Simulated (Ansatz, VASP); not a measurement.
Two plane-wave programs on TiAl

```
CELL_PARAMETERS angstrom
2.84782 0.00000 0.00000
-1.42391 2.46629 0.00000
0.00000 0.00000 4.61994
ATOMIC_POSITIONS crystal
Ti 0.99429 0.98857 0.00000
Al 0.34347 0.68694 0.50000
```

Change from the starting cell: mode 4 (182.5 1/cm) frozen in, largest displacement +0.050 Å.

Alike in both runs: task single point; functional PBEsol; k mesh 24 × 24 × 14; occupations gaussian, width 0.15 eV; no spin polarisation.

|  | VASP | Ansatz |
| --- | --- | --- |
| version | VASP 6.6.1 | Ansatz 0.2.0 |
| potentials or method | VASP PAW PBE potentials, release 64 (Ti_sv, Al), cutoff 520 eV | scalar-relativistic, plane waves, PAW |
| valence electrons in the cell | 15 | 15 |

VASP gave:

```
gap on the k mesh at the Fermi level (eV)                     : none
pressure (GPa)                                                : 0.1
traceless stress, the component that is largest in VASP (GPa) : -1.34
rms of the force components (eV/Å)                            : 0.086
```

**Question.** Which values does Ansatz return?

**Answer.** gap on the k mesh at the Fermi level (eV): none; pressure (GPa): 0.1; traceless stress, the component that is largest in VASP (GPa): -1.30; rms of the force components (eV/Å): 0.086.

VASP's potentials were made for PBE, not for PBEsol. Atom by atom the forces differ by 0.000 eV/Å (rms over components). A gap of «none» marks a metal or a gap that the smearing closes.
